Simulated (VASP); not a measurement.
## GaN: relaxation of cell and atoms with LDA

Crystal: GaN.

```
Ga N
1.0
     3.21843    0.00000    0.00000
    -1.60922    2.78724    0.00000
     0.00000    0.00000    5.24284
Ga N
2 2
Direct
  0.33333 0.66667 0.99913
  0.66667 0.33333 0.49913
  0.33333 0.66667 0.37587
  0.66667 0.33333 0.87587
```

```
Program                : VASP 6.6.1
Task                   : relaxation of cell and atoms
Functional             : LDA
Potentials or basis    : VASP PAW LDA potentials, release 64 (Ga_d, N)
Cutoff                 : 600 eV
k mesh                 : 12 × 12 × 4
Occupations            : fermi-dirac, width 0.02 eV
Spin                   : no spin polarisation
Dipole correction      : no
Further INCAR settings : ALGO = Normal; EDIFF = 1e-06; IBRION = 2; EDIFFG = -0.005; NSW = 80; ISIF = 3
```

```yaml
Relaxed_volume: 11.11 Å³/atom
Relaxed_cell: a = 3.158 Å, b = 3.158 Å, c = 5.145 Å, α = 90.00°, β = 90.00°, γ = 120.00°
Space_group_after_relaxing_to_0.1_Å: P6_3mc (No. 186)
Energy_gained_by_relaxing: 21.8 meV/atom
Ionic_steps: 7
Pressure_after_relaxing: 0.0 GPa
Band_gap_on_the_k_mesh: 2.11 eV
```

Stress tensor (GPa, compression positive):
```
-0.05  0.00  0.00
 0.00 -0.05  0.00
 0.00  0.00  0.05
```

Step by step:
| step | energy change (eV) | largest force (eV/Å) | pressure (GPa) | volume (Å³) |
| --- | --- | --- | --- | --- |
| 1 | 0.0000 | 0.0015 | -10.20 | 47.03 |
| 2 | -0.0050 | 0.0327 | 11.97 | 42.12 |
| 3 | -0.0873 | 0.0150 | -0.13 | 44.44 |
| 4 | -0.0873 | 0.0153 | 0.12 | 44.39 |
| 5 | -0.0874 | 0.0019 | -0.23 | 44.44 |
| 6 | -0.0874 | 0.0044 | 0.01 | 44.42 |
| 7 | -0.0874 | 0.0018 | -0.02 | 44.43 |

Final structure:
```xyz
4
Lattice="3.1576 0.0000 0.0000 -1.5788 2.7346 0.0000 0.0000 0.0000 5.1452" Properties=species:S:1:pos:R:3 pbc="T T T"
Ga    0.0000    1.8230    5.1413
Ga    1.5788    0.9115    2.5687
N     0.0000    1.8230    1.9334
N     1.5788    0.9115    4.5060
```

Levels at points of the mesh, in eV from the valence-band top:
```tsv
k point	band 16	band 17	band 18	band 19	band 20	band 21
(0.00, 0.00, 0.00)	-0.05	0.00	0.00	2.11	4.35	9.19
(0.50, 0.00, 0.00)	-2.87	-2.33	-1.04	4.99	5.64	5.98
(0.00, 0.00, 0.50)	-0.55	-0.55	-0.55	4.37	4.37	8.44
(0.50, 0.00, 0.50)	-2.03	-1.97	-1.97	4.37	4.37	7.78
```

Wall time 2.1 min on 1 thread of AMD EPYC 9R45 96-Core Processor (Zen 5), on a shared host, peak memory 0.18 GiB.

LDA usually gives volumes a few per cent too small. Zero-point motion and thermal expansion aren't in these numbers.
